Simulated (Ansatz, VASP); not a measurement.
**Rb in VASP and in Ansatz**

The input INCAR:

```
PREC = Accurate
ENCUT = 520
EDIFF = 1E-6
ISMEAR = -1
SIGMA = 0.1
LREAL = F
LASPH = T
NELM = 80
ALGO = Normal
ISIF = 2
LWAVE = F
LCHARG = F
NBANDS = 10
```

KPOINTS

```
regular mesh
0
Gamma
  8 8 8
```

File POSCAR:

```
Rb
1.0
    4.3947841151      0.0000000000      0.0000000000
    0.0000000000      4.3947841151      0.0000000000
    0.0000000000      0.0000000000      4.3947841151
Rb
1
Direct
    0.0000000000      0.0000000000      0.0000000000
```

Input for Ansatz:

```yaml
crystal:
  lattice:
    - [4.3947841151, 0.0, 0.0]
    - [0.0, 4.3947841151, 0.0]
    - [0.0, 0.0, 4.3947841151]
  atoms:
    - { symbol: Rb, position: [0.0, 0.0, 0.0] }
hamiltonian:
  xc: lda
  pseudopotentials:
    kind: paw
    azcp:
      Rb: "pseudopotentials/Rb.paw.azcp"
basis:
  ecutwfc: 420
  fft_grid_basis: typed
kpoints:
  mp_grid: { grid: [8, 8, 8], shift: [0, 0, 0] }
magnetization:
  spin_polarized: false
scf:
  occupations: { method: fermi_dirac, width: 0.1 }
  lower_state_search: "off"
output:
  stress: true
```

Alike in both runs: task single point; functional LDA; k mesh 8 × 8 × 8; occupations fermi-dirac, width 0.1 eV; no spin polarisation.

|  | VASP | Ansatz |
| --- | --- | --- |
| version | VASP 6.6.1 | Ansatz 0.2.0 |
| potentials or method | VASP PAW LDA potentials, release 64 (Rb_sv), cutoff 520 eV | plane waves (420 eV) with PAW, scalar-relativistic |
| valence electrons in the cell | 9 | 9 |

|  | VASP | Ansatz | Ansatz less VASP |
| --- | --- | --- | --- |
| pressure (GPa) | 0.0 | 0.0 | +0.01 |

Ansatz warns that its potentials were made for another functional, while VASP's fit it. LDA's correlation is that of Perdew and Zunger in VASP and of Perdew and Wang (1992) in Ansatz.
